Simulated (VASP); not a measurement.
# ZnIr (P-6m2) in VASP: notebook

ZnIr is run at these levels: LDA; tasks: single point.

Program: VASP 6.6.1. These are calculated values, not measurements. Logs are shortened: lines on timing, memory, paths and dates and some standing lists are left out, and cuts for length are marked.

**1. The cell of the first run**

The structure is hexagonal, space group P-6m2 (No. 187). The conventional cell has a = 2.777 Å, b = 2.777 Å, c = 4.164 Å, α = 90.00°, β = 90.00°, γ = 120.00°. Zn (site symmetry -6m2) has 6 Ir at 2.63 Å and 6 Zn at 2.78 Å within 3.5 Å. Ir (site symmetry -6m2) has 6 Zn at 2.63 Å and 6 Ir at 2.78 Å within 3.5 Å.

**2. Single point, LDA, collinear spin**

Contents of INCAR:

```
SYSTEM = ZnIr
ALGO = Normal
EDIFF = 1E-7
ENCUT = 520
ISIF = 2
ISMEAR = -1
ISPIN = 2
LASPH = .TRUE.
LCHARG = .FALSE.
LMAXMIX = 4
LORBIT = 11
LREAL = .FALSE.
LWAVE = .FALSE.
MAGMOM = 0 0.2
NBANDS = 22
NELM = 150
NUPDOWN = 0.2
PREC = Accurate
SIGMA = 0.03
```

Contents of KPOINTS:

```
k-points
0
G
  14 14 8
  0 0 0
```

Contents of POSCAR:

```
ZnIr
1.0
    2.7771790596      0.0000000000      0.0000000000
   -1.3885895298      2.4051076165      0.0000000000
    0.0000000000      0.0000000000      4.1638620700
Zn Ir
1 1
Direct
    0.6666666667      0.3333333333      0.5000000000
    0.0000000000      0.0000000000      0.0000000000
```

Potentials or basis: VASP PAW LDA potentials, release 64 (Zn, Ir).

The run is started by

```sh
$ cat potpaw_LDA.64/Zn/POTCAR potpaw_LDA.64/Ir/POTCAR > POTCAR
$ mpirun -np 1 vasp_std > vasp.out
```

OUTCAR:

```text
SYSTEM = ZnIr
   EDIFF = 1E-7
   ENCUT = 520
   ISIF = 2
   ISMEAR = -1
   ISPIN = 2
   LASPH = .TRUE.
   LORBIT = 11
   LREAL = .FALSE.
   NELM = 150
   NUPDOWN = 0.2
   PREC = Accurate

 ion  position               nearest neighbor table
   1  0.667  0.333  0.500-   2 2.63   2 2.63   2 2.63   2 2.63   2 2.63   2 2.63
   2  0.000  0.000  0.000-   1 2.63   1 2.63   1 2.63   1 2.63   1 2.63   1 2.63

  LATTYP: Found a hexagonal cell.
 ALAT       =     2.7771790596
 C/A-ratio  =     1.4993135050

  Lattice vectors:

 A1 = (   2.7771790596,   0.0000000000,   0.0000000000)
 A2 = (  -1.3885895298,   2.4051076165,   0.0000000000)
 A3 = (   0.0000000000,   0.0000000000,   4.1638620700)

Analysis of symmetry for initial positions (statically):
=====================================================================
 Subroutine PRICEL returns:
 Original cell was already a primitive cell.

 Routine SETGRP: Setting up the symmetry group for a
 hexagonal supercell.

 Subroutine GETGRP returns: Found 12 space group operations
 (whereof 12 operations were pure point group operations)
 out of a pool of 24 trial point group operations.

The static configuration has the point symmetry D_3h.

Analysis of symmetry for dynamics (positions and initial velocities):
=====================================================================
 Subroutine PRICEL returns:
 Original cell was already a primitive cell.

 Routine SETGRP: Setting up the symmetry group for a
 hexagonal supercell.

 Subroutine GETGRP returns: Found 12 space group operations
 (whereof 12 operations were pure point group operations)
 out of a pool of 24 trial point group operations.

The dynamic configuration has the point symmetry D_3h.

Analysis of structural, dynamic, and magnetic symmetry:
=====================================================================
 Subroutine PRICEL returns:
 Original cell was already a primitive cell.

 Routine SETGRP: Setting up the symmetry group for a
 hexagonal supercell.

 Subroutine GETGRP returns: Found 12 space group operations
 (whereof 12 operations were pure point group operations)
 out of a pool of 24 trial point group operations.

The overall configuration has the point symmetry D_3h.

 Subroutine INISYM returns: Found 12 space group operations
 (whereof 12 operations are pure point group operations),
 and found     1 'primitive' translations

----------------------------------------------------------------------------------------

[... 114 lines left out ...]
  Fermi-wavevector in a.u.,A,eV,Ry     =   1.490744  2.817097 30.236460  2.222317
  Thomas-Fermi vector in A             =   2.603487
   LORBIT       =     11    0 simple, 1 ext, 2 COOP (PROOUT), +10 PAW based schemes
   GGA     = CA    functional components
   LHFCALC =     F    Hartree Fock is set to
   AEXX    =    0.0000 exact exchange contribution
   IVDW    =     0    specifies the selected vdW correction
   LEPSILON=     F    determine dielectric tensor
   LRPA    =     F    only Hartree local field effects (RPA)
 spin polarized calculation
  energy-cutoff  :      520.00
  volume of cell :       27.81
 maximum number of plane-waves:       760
 NGX is ok and might be reduce to    24
   NGX = 11   NGY = 11   NGZ = 15

 number of electron      20.9999992 magnetization       0.2000000

 Free energy of the ion-electron system (eV)
  ---------------------------------------------------
  ext. energy  EPLUGINS =         0.00000000
  ---------------------------------------------------
  free energy    TOTEN  =       -12.53175983 eV

  energy without entropy =      -12.52771757  energy(sigma->0) =      -12.52973870

 E-fermi :   6.1761     XC(G=0): -13.3279

 val. band max:        6.4631093805   @ k =   0.2857   0.0714   0.1250
 cond. band min:       6.1823511365   @ k =   0.0714   0.0000   0.3750
 fundamental gap:     -0.2807582440
 Fermi energy:         6.5157653529

 spin component 1

 k-point     1 :       0.0000    0.0000    0.0000
  band No.  band energies     occupation
      1      -4.2030      1.00000
      2      -1.6159      1.00000
      3      -0.8666      1.00000
      4      -0.8666      1.00000
      5      -0.5307      1.00000
      6      -0.5307      1.00000
[... 589 lines left out ...]
     21      34.0363      0.00000
     22      34.9035      0.00000

 [... further k-points ...]

 spin component 2

 k-point     1 :       0.0000    0.0000    0.0000
  band No.  band energies     occupation
      1      -4.1620      1.00000
      2      -1.5951      1.00000
      3      -0.8555      1.00000
      4      -0.8555      1.00000
      5      -0.5196      1.00000
      6      -0.5196      1.00000
[... 589 lines left out ...]
     21      34.0829      0.00000
     22      34.9529      0.00000

 [... further k-points ...]

------------------------ aborting loop because EDIFF is reached ----------------------------------------

  FORCE on cell =-STRESS in cart. coord.  units (eV):
  Direction    XX          YY          ZZ          XY          YZ          ZX
  --------------------------------------------------------------------------------------
  -------------------------------------------------------------------------------------
  Total       -1.3607892     -1.3607892     -1.2716527     -0.0000000     -0.0000000      0.0000000
  in kB      -78.3910920    -78.3910920    -73.2561967     -0.0000000     -0.0000000      0.0000000
  external PRESSURE =     -76.6794602 kB  Pullay stress =       0.0000000 kB

 VOLUME and BASIS-vectors are now :
 -----------------------------------------------------------------------------
  energy-cutoff  :      520.00
  volume of cell :       27.81
      direct lattice vectors                 reciprocal lattice vectors
     2.777179060  0.000000000  0.000000000     0.360077611  0.207890905  0.000000000
    -1.388589530  2.405107617  0.000000000     0.000000000  0.415781811  0.000000000
     0.000000000  0.000000000  4.163862070     0.000000000  0.000000000  0.240161654

 POSITION                                       TOTAL-FORCE (eV/Angst)
 -----------------------------------------------------------------------------------
      1.38859      0.80170      2.08193         0.000000     -0.000000      0.000000
      0.00000      0.00000      0.00000        -0.000000      0.000000      0.000000
 -----------------------------------------------------------------------------------
    total drift:                               -0.000000      0.000000      0.000000

  FREE ENERGIE OF THE ION-ELECTRON SYSTEM (eV)
  ---------------------------------------------------
  free  energy   TOTEN  =       -12.5317598314 eV

  energy  without entropy=      -12.5277175656  energy(sigma->0) =      -12.52973870

 total charge

# of ion       s       p       d       tot
------------------------------------------
    1        0.597   0.547   9.779  10.923
    2        0.636   0.610   7.084   8.330
--------------------------------------------------
tot          1.233   1.157  16.863  19.253

 magnetization (x)

# of ion       s       p       d       tot
------------------------------------------
    1        0.003   0.008   0.006   0.018
    2        0.003   0.008   0.156   0.167
--------------------------------------------------
tot          0.006   0.016   0.162   0.185
```

OSZICAR:

```text
N       E                     dE             d eps       ncg     rms          rms(c)
DAV:   1     0.140219211153E+03    0.14022E+03   -0.92995E+03 11046   0.128E+03
DAV:   2    -0.508866136382E+01   -0.14531E+03   -0.13424E+03 10698   0.296E+02
DAV:   3    -0.130714312121E+02   -0.79828E+01   -0.78649E+01 12604   0.705E+01
DAV:   4    -0.131642859887E+02   -0.92855E-01   -0.92813E-01 12258   0.703E+00
DAV:   5    -0.131657453761E+02   -0.14594E-02   -0.14593E-02 12910   0.881E-01    0.129E+01
DAV:   6    -0.126376515880E+02    0.52809E+00   -0.78669E-01 13262   0.177E+01    0.574E+00
DAV:   7    -0.125449335245E+02    0.92718E-01   -0.87806E-02 12618   0.268E+00    0.215E+00
DAV:   8    -0.125319238105E+02    0.13010E-01   -0.17339E-02 13728   0.115E+00    0.356E-01
DAV:   9    -0.125319247096E+02   -0.89913E-06   -0.17379E-03 12022   0.334E-01    0.158E-01
DAV:  10    -0.125317664908E+02    0.15822E-03   -0.19845E-04 14206   0.222E-01    0.452E-02
DAV:  11    -0.125317607097E+02    0.57811E-05   -0.26999E-05 12104   0.670E-02    0.964E-03
DAV:  12    -0.125317598361E+02    0.87360E-06   -0.19634E-06 13834   0.162E-02    0.561E-03
DAV:  13    -0.125317598314E+02    0.47307E-08   -0.18270E-07 10510   0.806E-03
   1 F= -.12531760E+02 E0= -.12529739E+02  d E =-.404227E-02  mag=     0.2000
```

stdout:

```text
POSCAR found type information on POSCAR ZnIr
 POSCAR found :  2 types and       2 ions
 scaLAPACK will be used
 LDA part: xc-table for (Slater(with rela. corr.)+CA(PZ))
 , standard interpolation
 POSCAR, INCAR and KPOINTS ok, starting setup
 FFT: planning ... GRIDC
 FFT: planning ... GRID_SOFT
 FFT: planning ... GRID
 WAVECAR not read
 entering main loop
```

Wall time 51 s (1 thread of Intel Xeon 6975P-C (Granite Rapids), shared host); peak memory 0.23 GiB.

Results:

| Quantity | Value |
| --- | --- |
| Free energy | -12.5318 eV |
| Pressure | -7.7 GPa |
| Net moment | 0.20 μB per cell |
| Site moments | Zn +0.02; Ir +0.17 μB |
| Valence electrons inside the program's atomic spheres | Zn 10.92; Ir 8.33 |

Stress tensor (GPa, compression positive):
```
-7.84  0.00  0.00
 0.00 -7.84  0.00
 0.00  0.00 -7.33
```

Caveat: the cell stands under tension; spin-orbit coupling is left out, which moves the levels of the heavy elements; the total moment is fixed, so each spin has its own Fermi level and the state may be an excited one.

**3. Single point, LDA, collinear spin**

Contents of INCAR:

```
SYSTEM = ZnIr
PREC = Accurate ; ENCUT = 520
EDIFF = 1E-7 ; ISMEAR = -1
SIGMA = 0.03 ; LREAL = .FALSE.
LASPH = .TRUE. ; NELM = 150
ALGO = Normal ; ISIF = 2
LWAVE = .FALSE. ; LCHARG = .FALSE.
ISPIN = 2 ; MAGMOM = 0 0.35
LORBIT = 11 ; NUPDOWN = 0.35
LMAXMIX = 4 ; GGA = CA
NBANDS = 22
```

Contents of KPOINTS:

```
regular mesh
0
G
  14 14 8
  0 0 0
```

POSCAR is that of step 2.

Potentials or basis: VASP PAW LDA potentials, release 64 (Zn, Ir).

The run is started by

```sh
$ cat potpaw_LDA.64/Zn/POTCAR potpaw_LDA.64/Ir/POTCAR > POTCAR
$ mpirun -np 1 vasp_std > vasp.out
```

Wall time 54 s (1 thread of Intel Xeon 6975P-C (Granite Rapids), shared host); peak memory 0.23 GiB.

The run converged. Its results:

- Free energy: -12.4984 eV
- Pressure: -7.3 GPa
- Net moment: 0.35 μB per cell
- Site moments: Zn +0.03; Ir +0.30 μB
- Valence electrons inside the program's atomic spheres: Zn 10.92; Ir 8.33

Stress tensor (GPa, compression positive):
```
-7.43  0.00  0.00
 0.00 -7.43  0.00
 0.00  0.00 -7.00
```

Caveat: the cell stands under tension; spin-orbit coupling is left out, which moves the levels of the heavy elements; the total moment is fixed, so each spin has its own Fermi level and the state may be an excited one.

**4. Single point, LDA, collinear spin**

Contents of INCAR:

```
SYSTEM = ZnIr
PREC = Accurate
ENCUT = 520
EDIFF = 1E-6
ISMEAR = -1
SIGMA = 0.03
LREAL = .False.
LASPH = .True.
NELM = 150
ALGO = Normal
ISIF = 2
LWAVE = .False.
LCHARG = .True.
ISPIN = 2
MAGMOM = 0 0.5
LORBIT = 11
NUPDOWN = 0.5
LMAXMIX = 4
GGA = CA
LELF = .True.
LVHAR = .True.
NBANDS = 22
```

Contents of KPOINTS:

```
regular mesh
0
Gamma
  14 14 8
  0 0 0
```

POSCAR is that of step 3.

The run is started by

```sh
$ cat potpaw_LDA.64/Zn/POTCAR potpaw_LDA.64/Ir/POTCAR > POTCAR
$ mpirun -np 1 vasp_std > vasp.out
```

Run time: 46 s. Hardware: 1 thread of Intel Xeon 6975P-C (Granite Rapids), shared host; peak memory 0.23 GiB.

Results (log left out):

| Item | Value |
| --- | --- |
| Free energy | -12.4522 eV |
| Pressure | -6.9 GPa |
| Net moment | 0.50 μB per cell |
| Site moments | Zn +0.03; Ir +0.43 μB |
| Valence electrons inside the program's atomic spheres | Zn 10.93; Ir 8.32 |

Stress tensor (GPa, compression positive):
```
-7.22  0.00  0.00
 0.00 -7.22  0.00
 0.00  0.00 -6.14
```

Caveat: the cell stands under tension; spin-orbit coupling is left out, which moves the levels of the heavy elements; the total moment is fixed, so each spin has its own Fermi level and the state may be an excited one.

**5. Summary**

| fixed moment (μB) | pressure (GPa) | moment (μB) |
| --- | --- | --- |
| 0.2 | -7.7 | 0.20 |
| 0.35 | -7.3 | 0.35 |
| 0.5 | -6.9 | 0.50 |

Alike in all rows: task single point; level LDA; potentials or basis VASP PAW LDA potentials, release 64 (Zn, Ir); spin collinear; cell as given; k mesh 14 × 14 × 8; cutoff (eV) 520; smearing fermi-dirac 0.03 eV.

Caveats: the cell stands under tension; spin-orbit coupling is left out, which moves the levels of the heavy elements; the total moment is fixed, so each spin has its own Fermi level and the state may be an excited one.

Absolute energies hang on the potentials; compare differences alone.
